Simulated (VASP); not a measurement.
# Sb (P6_3/mmc) in VASP: notebook, part 2 of 2

VASP 6.6.1.

## (3) Single point, PBEsol, non-collinear spin, zero start, spin-orbit coupling

This run uses another cell than the first one, of 26.65 Å³/atom.

INCAR reads:

```
  PREC = Accurate
  ENCUT = 520
  EDIFF = 1E-7
  ISMEAR = -1
  SIGMA = 0.05
  LREAL = False
  LASPH = True
  NELM = 150
  ALGO = Normal
  ISIF = 2
  LWAVE = False
  LCHARG = False
  MAGMOM = 0 0 0 0 0 0
  LORBIT = 11
  LSORBIT = True
  GGA_COMPAT = False
  LORBMOM = True
  GGA = PS
  NBANDS = 22
```

KPOINTS reads:

```
Automatic mesh
0
Gamma
  9 9 5
```

POSCAR reads:

```
Sb
1.0
    3.3545324186      0.0000000000      0.0000000000
   -1.6772662093      2.9051102923      0.0000000000
    0.0000000000      0.0000000000      5.4701606500
Sb
2
Direct
    0.6666666667      0.3333333333      0.7500000000
    0.3333333333      0.6666666667      0.2500000000
```

Potentials or basis: VASP PAW PBE potentials, release 64 (Sb).

On the command line:

```sh
> cat potpaw_PBE.64/Sb/POTCAR > POTCAR
> mpirun -np 1 vasp_ncl > vasp.out
```

OUTCAR:

```text
PREC = Accurate
   ENCUT = 520
   EDIFF = 1E-7
   ISMEAR = -1
   LREAL = False
   LASPH = True
   NELM = 150
   ISIF = 2
   LORBIT = 11
   LSORBIT = True
   GGA = PS

 ion  position               nearest neighbor table
   1  0.667  0.333  0.750-   2 3.35   2 3.35   2 3.35   2 3.35   2 3.35   2 3.35
   2  0.333  0.667  0.250-   1 3.35   1 3.35   1 3.35   1 3.35   1 3.35   1 3.35

  LATTYP: Found a hexagonal cell.
 ALAT       =     3.3545324186
 C/A-ratio  =     1.6306775334

  Lattice vectors:

 A1 = (   3.3545324186,   0.0000000000,   0.0000000000)
 A2 = (  -1.6772662093,   2.9051102923,   0.0000000000)
 A3 = (   0.0000000000,   0.0000000000,   5.4701606500)

Analysis of symmetry for initial positions (statically):
=====================================================================
 Subroutine PRICEL returns:
 Original cell was already a primitive cell.

 Routine SETGRP: Setting up the symmetry group for a
 hexagonal supercell.

 Subroutine GETGRP returns: Found 24 space group operations
 (whereof 12 operations were pure point group operations)
[... 868 lines left out ...]
     0.0000000     0.0000000     0.0000000     0.0000000     0.0000000     0.0000000     0.0000000
     0.0000000     0.0000000     0.0000000     0.0000000     0.0000000     0.0000000     0.0000000
     0.0000000     0.0000000     0.0000000     0.0000000     0.0000000     0.0000000     0.0000000
     0.0000000     0.0000000     0.0000000     0.0000000     0.0000000     0.0000000     0.0000000
     0.0000000     0.0000000     0.0000000     0.0000000     0.0000000     0.0000000     0.0000000

 Ion:    2  E_soc:     -0.1371949
 l=   1
     0.0000000    -0.0223658    -0.0231646
    -0.0223658     0.0000000    -0.0223658
    -0.0231646    -0.0223658     0.0000000
 l=   2
     0.0000000    -0.0000427     0.0000000    -0.0000427    -0.0002088
    -0.0000427     0.0000000    -0.0001433    -0.0000352    -0.0000427
     0.0000000    -0.0001433     0.0000000    -0.0001433     0.0000000
    -0.0000427    -0.0000352    -0.0001433     0.0000000    -0.0000427
    -0.0002088    -0.0000427     0.0000000    -0.0000427     0.0000000
 l=   3
     0.0000000     0.0000000     0.0000000     0.0000000     0.0000000     0.0000000     0.0000000
     0.0000000     0.0000000     0.0000000     0.0000000     0.0000000     0.0000000     0.0000000
     0.0000000     0.0000000     0.0000000     0.0000000     0.0000000     0.0000000     0.0000000
     0.0000000     0.0000000     0.0000000     0.0000000     0.0000000     0.0000000     0.0000000
     0.0000000     0.0000000     0.0000000     0.0000000     0.0000000     0.0000000     0.0000000
     0.0000000     0.0000000     0.0000000     0.0000000     0.0000000     0.0000000     0.0000000
     0.0000000     0.0000000     0.0000000     0.0000000     0.0000000     0.0000000     0.0000000

 total charge

# of ion       s       p       d       tot
------------------------------------------
    1        1.253   1.043   0.040   2.336
    2        1.253   1.043   0.040   2.336
--------------------------------------------------
tot          2.506   2.086   0.080   4.671

 magnetization (x)

# of ion       s       p       d       tot
------------------------------------------
    1        0.000   0.000   0.000   0.000
    2        0.000   0.000   0.000   0.000
--------------------------------------------------
tot          0.000   0.000   0.000   0.000

 magnetization (y)

# of ion       s       p       d       tot
------------------------------------------
    1       -0.000   0.000  -0.000   0.000
    2        0.000   0.000  -0.000   0.000
--------------------------------------------------
tot          0.000   0.000  -0.000   0.000

 magnetization (z)

# of ion       s       p       d       tot
------------------------------------------
    1        0.000   0.000   0.000   0.000
    2        0.000   0.000   0.000   0.000
--------------------------------------------------
tot          0.000   0.000   0.000   0.000
```

OSZICAR:

```text
N       E                     dE             d eps       ncg     rms          rms(c)
DAV:   1     0.392750193067E+02    0.39275E+02   -0.33539E+03  1584   0.727E+02
DAV:   2    -0.610013631452E+01   -0.45375E+02   -0.43376E+02  2026   0.130E+02
DAV:   3    -0.880415495518E+01   -0.27040E+01   -0.26638E+01  2036   0.333E+01
DAV:   4    -0.882909333820E+01   -0.24938E-01   -0.24925E-01  1866   0.374E+00
DAV:   5    -0.882939108356E+01   -0.29775E-03   -0.29774E-03  1912   0.467E-01    0.283E+00
DAV:   6    -0.882123872940E+01    0.81524E-02   -0.35435E-03  1874   0.313E-01    0.164E+00
DAV:   7    -0.881789233951E+01    0.33464E-02   -0.19202E-03  1794   0.233E-01    0.928E-01
DAV:   8    -0.881685436280E+01    0.10380E-02   -0.14667E-03  1788   0.204E-01    0.249E-02
DAV:   9    -0.881685100695E+01    0.33558E-05   -0.41308E-05  1850   0.433E-02    0.750E-03
DAV:  10    -0.881685095306E+01    0.53890E-07   -0.69489E-07  1868   0.670E-03
   1 F= -.88168510E+01 E0= -.88111368E+01  d E =-.114284E-01  mag=     0.0000     0.0000     0.0000
```

Wall time 32 s (1 thread of Intel Xeon 6975P-C (Granite Rapids), shared host); peak memory 0.33 GiB.

Results:

* Free energy: -8.8169 eV
* Pressure: -1.5 GPa
* Net moment: 0.00 μB per cell
* Valence electrons inside the program's atomic spheres: Sb 2.34

Moments on the atoms (μB; x, y, z):
```
Sb  0.00 0.00 0.00
Sb  0.00 0.00 0.00
```

Caveat: the PAW data sets were made with another functional, which shifts forces and pressure a little.

## (4) Single point, LDA

This run uses another cell than the first one, of 25.05 Å³/atom.

INCAR reads:

```
  ALGO = Normal
  EDIFF = 1E-6
  ENCUT = 520
  ISIF = 2
  ISMEAR = -1
  LASPH = True
  LCHARG = True
  LELF = True
  LREAL = False
  LVHAR = True
  LWAVE = False
  NBANDS = 12
  NELM = 60
  PREC = Accurate
  SIGMA = 0.05
```

KPOINTS reads:

```
k-points
0
Gamma
  9 9 5
```

POSCAR reads:

```
Sb
1.0
    3.2860533585      0.0000000000      0.0000000000
   -1.6430266792      2.8458056866      0.0000000000
    0.0000000000      0.0000000000      5.3584933852
Sb
2
Direct
    0.6666666667      0.3333333333      0.7500000000
    0.3333333333      0.6666666667      0.2500000000
```

Potentials or basis: VASP PAW LDA potentials, release 64 (Sb).

On the command line:

```sh
> cat potpaw_LDA.64/Sb/POTCAR > POTCAR
> mpirun -np 1 vasp_std > vasp.out
```

Wall time 14 s (1 thread of Intel Xeon 8259CL, shared host); peak memory 0.15 GiB.

Results (log left out):

* Free energy: -9.1576 eV
* Pressure: 1.5 GPa
* Band gap on the k mesh: zero (bands 5 and 6 overlap by 7.40 eV)

Levels at points of the mesh, in eV from the Fermi level:
```
           k point  band 3  band 4  band 5  band 6  band 7  band 8
(0.00, 0.00, 0.00)   -6.17    3.93    3.93    5.69    5.69    5.98
```

Caveat: spin-orbit coupling is left out, which moves the levels of the heavy elements.

## (5) Single point, LDA

This run uses another cell than the first one, of 25.59 Å³/atom.

INCAR reads:

```
PREC = Accurate ; ENCUT = 520
EDIFF = 1E-6 ; ISMEAR = -1
SIGMA = 0.05 ; LREAL = False
LASPH = True ; NELM = 100
ALGO = Normal ; ISIF = 2
LWAVE = False ; LCHARG = False
GGA = CA ; NBANDS = 12
```

KPOINTS reads:

```
regular mesh
0
Gamma
  9 9 5
```

POSCAR reads:

```
Sb
1.0
    3.3091953418      0.0000000000      0.0000000000
   -1.6545976709      2.8658472321      0.0000000000
    0.0000000000      0.0000000000      5.3962304974
Sb
2
Direct
    0.6666666667      0.3333333333      0.7500000000
    0.3333333333      0.6666666667      0.2500000000
```

On the command line:

```sh
> cat potpaw_LDA.64/Sb/POTCAR > POTCAR
> mpirun -np 1 vasp_std > vasp.out
```

Run time: 13 s. Hardware: 1 thread of Intel Xeon 8259CL, shared host; peak memory 0.16 GiB.

It converged, with:

* Free energy: -9.1624 eV
* Pressure: -0.1 GPa
* Band gap on the k mesh: zero (bands 5 and 6 overlap by 7.20 eV)

Stress tensor (GPa, compression positive):
```
-0.03  0.00  0.00
 0.00 -0.03  0.00
 0.00  0.00 -0.14
```

Levels at points of the mesh, in eV from the Fermi level:
```csv
k point,band 1,band 2,band 3,band 4,band 5,band 6,band 7,band 8,band 9,band 10
"(0.00, 0.00, 0.00)",-13.25,-9.22,-6.03,3.83,3.83,5.55,5.55,5.82,7.98,9.07
```

Caveat: spin-orbit coupling is left out, which moves the levels of the heavy elements.

## (6) Summary

| level | potentials or basis | spin | cell | gap on the mesh (eV) | pressure (GPa) |
| --- | --- | --- | --- | --- | --- |
| r2SCAN | VASP PAW PBE potentials, release 64 (Sb) | off | a = 3.420, b = 3.420, c = 5.577 Å, angles 90.0, 90.0, 120.0°, 2 atoms | none | -2.7 |
| PBEsol | VASP PAW PBE potentials, release 64 (Sb) | non-collinear, zero start, SOC | a = 3.355, b = 3.355, c = 5.470 Å, angles 90.0, 90.0, 120.0°, 2 atoms | - | -1.5 |
| LDA | VASP PAW LDA potentials, release 64 (Sb) | off | a = 3.286, b = 3.286, c = 5.358 Å, angles 90.0, 90.0, 120.0°, 2 atoms | none | 1.5 |
| LDA | VASP PAW LDA potentials, release 64 (Sb) | off | a = 3.309, b = 3.309, c = 5.396 Å, angles 90.0, 90.0, 120.0°, 2 atoms | none | -0.1 |

Alike in all rows: task single point; k mesh 9 × 9 × 5; cutoff (eV) 520; smearing fermi-dirac 0.05 eV.

Caveats: spin-orbit coupling is left out, which moves the levels of the heavy elements (at least some runs); the PAW data sets were made with another functional, which shifts forces and pressure a little (at least some runs).

Absolute energies hang on the potentials; compare differences alone.
